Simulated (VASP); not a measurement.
# Hf: single point with PBE

The system is Hf.

```
Hf
1.0
    -1.84040    1.84040    1.84040
     1.84040   -1.84040    1.84040
     1.84040    1.84040   -1.84040
Hf
1
Cartesian
  0.0000 0.0000 0.0000
```

This cell differs from its parent crystal: volume scaled by 1.06.

| Quantity | Value |
| --- | --- |
| Program | VASP 6.6.1 |
| Task | single point |
| Functional | PBE |
| Potentials or basis | VASP PAW PBE potentials, release 64 (Hf_pv) |
| Cutoff | 520 eV |
| k mesh | 14 × 14 × 14 |
| Occupations | fermi-dirac, width 0.05 eV |
| Spin | no spin polarisation |

```
Pressure               : -9.6 GPa
Band gap on the k mesh : zero (band 5 reaches 5.30 eV, above the bottom of band 6 at 3.18 eV)
```

Levels at points of the mesh, in eV from the Fermi level:
```csv
k point,band 3,band 4,band 5,band 6,band 7,band 8
"(0.00, 0.00, 0.00)",-30.27,-6.69,1.42,1.42,1.42,3.90
"(0.50, 0.00, 0.00)",-30.27,-3.07,-0.34,0.70,3.68,4.57
"(0.50, 0.50, 0.50)",-30.67,-2.15,-2.15,5.97,5.97,5.97
```

Run time: 13 s on 1 thread of Intel Xeon 6975P-C, on a shared host, peak memory 0.16 GiB.

Caveat: spin-orbit coupling is left out, which moves the levels of the heavy elements.
